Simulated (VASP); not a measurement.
# TiAl3 (P4mm) in VASP: notebook

Runs on TiAl3. Level: PBEsol. Tasks: single point.

Everything below comes from runs of VASP 6.6.1. Logs are shortened: lines on timing, memory, paths and dates and some standing lists are left out, and cuts for length are marked.

**1. The cell of the first run**

Symmetry: P4mm, No. 99, tetragonal system. Conventional cell: a = 3.948 Å, b = 3.948 Å, c = 3.948 Å, α = 90.00°, β = 90.00°, γ = 90.00°. Within 3.2 Å of Ti (site symmetry 4mm) lie 12 Al at 2.44 to 3.20 Å. Within 3.2 Å of Al (site symmetry 2mm) lie 4 Ti at 2.44 to 3.20 Å and 8 Al at 2.79 Å. Within 3.7 Å of Al (site symmetry 4mm) lie 8 Al at 2.79 Å and 4 Ti at 2.84 Å.

**2. Single point, PBEsol (atom 1 (Ti) moved +0.540 Å towards its neighbour atom 1 (Ti) at 3.948 Å)**

INCAR

```
PREC     = Accurate       # precision mode
ENCUT    = 520            # plane-wave cutoff, eV
EDIFF    = 1E-6           # SCF threshold, eV
ISMEAR   = 0              # smearing method
SIGMA    = 0.15           # smearing width, eV
LREAL    = F              # projectors in reciprocal space
LASPH    = T              # aspherical terms in the spheres
NELM     = 100            # most SCF steps
ALGO     = Fast           # electronic algorithm
ISIF     = 2              # what is computed and relaxed
LWAVE    = F              # write WAVECAR
LCHARG   = F              # write CHGCAR
GGA      = PS             # functional
NBANDS   = 18             # bands
```

KPOINTS

```
regular mesh
0
Gamma
  12 12 12
```

POSCAR

```
TiAl3
1.0
    3.9483448106      0.0000000000      0.0000000000
    0.0000000000      3.9483448106      0.0000000000
    0.0000000000      0.0000000000      3.9483448106
Ti Al
1 3
Direct
   -0.1367661706      0.0000000000      0.0000000000
    0.5000000000      0.5000000000      0.0000000000
    0.5000000000      0.0000000000      0.5000000000
    0.0000000000      0.5000000000      0.5000000000
```

Potentials or basis: VASP PAW PBE potentials, release 64 (Ti_sv, Al).

On the command line:

```console
$ cat potpaw_PBE.64/Ti_sv/POTCAR potpaw_PBE.64/Al/POTCAR > POTCAR
$ mpirun -np 1 vasp_std > vasp.out
```

OUTCAR:

```text
PREC = Accurate
   ENCUT = 520
   EDIFF = 1E-6
   ISMEAR = 0
   LREAL = F
   LASPH = T
   NELM = 100
   ISIF = 2
   GGA = PS

 ion  position               nearest neighbor table
   1  0.863  0.000  0.000-   2 2.44   3 2.44   3 2.44   2 2.44   4 2.84   4 2.84   4 2.84   4 2.84

   2  0.500  0.500  0.000-   1 2.44   1 2.44   4 2.79   3 2.79   4 2.79   3 2.79   3 2.79   3 2.79
                             4 2.79   4 2.79
   3  0.500  0.000  0.500-   1 2.44   1 2.44   4 2.79   2 2.79   2 2.79   2 2.79   4 2.79   2 2.79
                             4 2.79   4 2.79
   4  0.000  0.500  0.500-   2 2.79   3 2.79   2 2.79   3 2.79   2 2.79   3 2.79   2 2.79   3 2.79
                             1 2.84   1 2.84   1 2.84   1 2.84

  LATTYP: Found a simple cubic cell.
 ALAT       =     3.9483448106

  Lattice vectors:

 A1 = (   3.9483448106,   0.0000000000,   0.0000000000)
 A2 = (   0.0000000000,   3.9483448106,   0.0000000000)
 A3 = (   0.0000000000,   0.0000000000,   3.9483448106)

Analysis of symmetry for initial positions (statically):
=====================================================================
 Subroutine PRICEL returns:
 Original cell was already a primitive cell.

 Routine SETGRP: Setting up the symmetry group for a
 simple cubic supercell.

 Subroutine GETGRP returns: Found  8 space group operations
 (whereof  8 operations were pure point group operations)
 out of a pool of 48 trial point group operations.

The static configuration has the point symmetry C_4v.

Analysis of symmetry for dynamics (positions and initial velocities):
=====================================================================
 Subroutine PRICEL returns:
 Original cell was already a primitive cell.

 Routine SETGRP: Setting up the symmetry group for a
 simple cubic supercell.

 Subroutine GETGRP returns: Found  8 space group operations
 (whereof  8 operations were pure point group operations)
 out of a pool of 48 trial point group operations.

The dynamic configuration has the point symmetry C_4v.

 Subroutine INISYM returns: Found  8 space group operations
 (whereof  8 operations are pure point group operations),
 and found     1 'primitive' translations

----------------------------------------------------------------------------------------

                                     Primitive cell

  volume of cell :      61.5524

  direct lattice vectors                    reciprocal lattice vectors
[... 82 lines left out ...]
   PREC   = accura    normal or accurate (medium, high low for compatibility)
   ISTART =      0    job   : 0-new  1-cont  2-samecut
   ICHARG =      2    charge: 1-file 2-atom 10-const
   ISPIN  =      1    spin polarized calculation?
   LNONCOLLINEAR =      F non collinear calculations
   LSORBIT =      F    spin-orbit coupling
   LASPH  =      T    aspherical Exc in radial PAW
   ENCUT  =  520.0 eV  38.22 Ry    6.18 a.u.   7.34  7.34  7.34*2*pi/ulx,y,z
   NELM   =    100;   NELMIN=  2; NELMDL= -5     # of ELM steps
   EDIFF  = 0.1E-05   stopping-criterion for ELM
   LREAL  =      F    real-space projection
[... 7 lines left out ...]
   TEBEG  =    0.0;   TEEND  =   0.0 temperature during run
   PSTRESS=    0.0 pullay stress
   NELECT =      21.0000    total number of electrons
   NUPDOWN=      -1.0000    fix difference up-down
   EMIN   =  10.00;   EMAX   =-10.00  energy-range for DOS
   EFERMI =   0.00;   METHOD = LEGACY
   ISMEAR =     0;   SIGMA  =   0.15  broadening in eV -4-tet -1-fermi 0-gaus
   EFERMI_NEDOS =   21; number of points for ismear=-14 and -15
   IALGO  =     68    algorithm
   IMIX   =      4    mixing-type and parameters
     AMIX     =   0.40;   BMIX     =  1.00
     AMIX_MAG =   1.60;   BMIX_MAG =  1.00
  volume/ion in A,a.u.               =      15.39       103.84
  Fermi-wavevector in a.u.,A,eV,Ry     =   1.143930  2.161715 17.804261  1.308576
  Thomas-Fermi vector in A             =   2.280624
   LORBIT       =      0    0 simple, 1 ext, 2 COOP (PROOUT), +10 PAW based schemes
   GGA     = PS    functional components
   LHFCALC =     F    Hartree Fock is set to
   AEXX    =    0.0000 exact exchange contribution
   IVDW    =     0    specifies the selected vdW correction
   LEPSILON=     F    determine dielectric tensor
   LRPA    =     F    only Hartree local field effects (RPA)
 non-spin polarized calculation
 RMM-DIIS sequential band-by-band and
 Gauss-broadening in eV      SIGMA  =   0.15
  energy-cutoff  :      520.00
  volume of cell :       61.55
 maximum number of plane-waves:      1683
 NGX is ok and might be reduce to    30
   NGX = 15   NGY = 15   NGZ = 15

 number of electron      20.9999997 magnetization

 Free energy of the ion-electron system (eV)
  ---------------------------------------------------
  ext. energy  EPLUGINS =         0.00000000
  ---------------------------------------------------
  free energy    TOTEN  =       -20.74084742 eV

  energy without entropy =      -20.71851669  energy(sigma->0) =      -20.72968205

 E-fermi :   8.9236     XC(G=0): -10.8912

 val. band max:        8.9217964240   @ k =   0.2500   0.0833   0.0000
 cond. band min:       8.9351603703   @ k =   0.3333   0.0833   0.0000
 fundamental gap:      0.0133639462
 Fermi energy:         8.9236269812

 k-point     1 :       0.0000    0.0000    0.0000
  band No.  band energies     occupation
      1     -47.4542      2.00000
      2     -23.9107      2.00000
      3     -23.9107      2.00000
      4     -23.8889      2.00000
      5      -1.7375      2.00000
      6       5.7423      2.00000
[... 481 lines left out ...]
      5      -0.6183      2.00000
      6       2.5565      2.00000
[... 10 lines left out ...]
     17      13.4717      0.00000
     18      14.8109      0.00000

 [... further k-points ...]
[... 5 lines left out ...]
  --------------------------------------------------------------------------------------
  -------------------------------------------------------------------------------------
  Total        3.9907304      3.3476856      3.3476856     -0.0000000     -0.0000000      0.0000000
  in kB      103.8766053     87.1384897     87.1384897     -0.0000000     -0.0000000      0.0000000
  external PRESSURE =      92.7178615 kB  Pullay stress =       0.0000000 kB

 VOLUME and BASIS-vectors are now :
 -----------------------------------------------------------------------------
  energy-cutoff  :      520.00
  volume of cell :       61.55
      direct lattice vectors                 reciprocal lattice vectors
     3.948344811  0.000000000  0.000000000     0.253270686  0.000000000  0.000000000
     0.000000000  3.948344811  0.000000000     0.000000000  0.253270686  0.000000000
     0.000000000  0.000000000  3.948344811     0.000000000  0.000000000  0.253270686

 POSITION                                       TOTAL-FORCE (eV/Angst)
 -----------------------------------------------------------------------------------
      3.40834      0.00000      0.00000         5.328042     -0.000000     -0.000000
      1.97417      1.97417      0.00000        -2.360017      0.000000      0.000000
      1.97417      0.00000      1.97417        -2.360017     -0.000000      0.000000
      0.00000      1.97417      1.97417        -0.608008     -0.000000      0.000000
 -----------------------------------------------------------------------------------
    total drift:                                0.007300     -0.000000     -0.000002

  FREE ENERGIE OF THE ION-ELECTRON SYSTEM (eV)
  ---------------------------------------------------
  free  energy   TOTEN  =       -20.7408474161 eV

  energy  without entropy=      -20.7185166939  energy(sigma->0) =      -20.72968205
```

OSZICAR:

```text
N       E                     dE             d eps       ncg     rms          rms(c)
DAV:   1     0.125463975097E+03    0.12546E+03   -0.86699E+03  7056   0.109E+03
DAV:   2    -0.974497230507E+01   -0.13521E+03   -0.13126E+03  7162   0.293E+02
DAV:   3    -0.219944630784E+02   -0.12249E+02   -0.12044E+02 12630   0.707E+01
DAV:   4    -0.224537312122E+02   -0.45927E+00   -0.45703E+00  8460   0.130E+01
[... 17 lines left out ...]
RMM:  22    -0.207408496090E+02   -0.16579E-05   -0.36454E-05  9563   0.335E-02    0.456E-02
RMM:  23    -0.207408490576E+02    0.55148E-06   -0.27391E-05  9684   0.248E-02    0.418E-02
RMM:  24    -0.207408465339E+02    0.25237E-05   -0.22297E-05 10397   0.308E-02    0.190E-02
RMM:  25    -0.207408467194E+02   -0.18558E-06   -0.20390E-05 10551   0.289E-02    0.136E-03
RMM:  26    -0.207408474161E+02   -0.69667E-06   -0.85502E-06  8935   0.176E-02
   1 F= -.20740847E+02 E0= -.20729682E+02  d E =-.223307E-01
```

Run time: 5.6 min. Hardware: 1 thread of Intel Xeon Platinum 8124M at 3.00GHz (Skylake/Cascade Lake), shared host; peak memory 0.32 GiB.

What came out:

```yaml
Free_energy: -20.7408 eV
Pressure: 9.3 GPa
Largest_force: 5.328 eV/Å
Band_gap_on_the_k_mesh: zero (an odd number of electrons rules out a gap without spin polarisation)
```

Forces on the atoms (eV/Å):
```
Ti   5.328  0.000  0.000
Al  -2.360  0.000  0.000
Al  -2.360  0.000  0.000
Al  -0.608  0.000  0.000
```

Stress tensor (GPa, compression positive):
```
10.39  0.00  0.00
 0.00  8.71  0.00
 0.00  0.00  8.71
```

Caveat: the cell differs from its parent crystal (atom 1 (Ti) moved +0.540 Å towards its neighbour atom 1 (Ti) at 3.948 Å); the cell stands under pressure; the PAW data sets were made with another functional, which shifts forces and pressure a little.

[end of part 1 of 2]
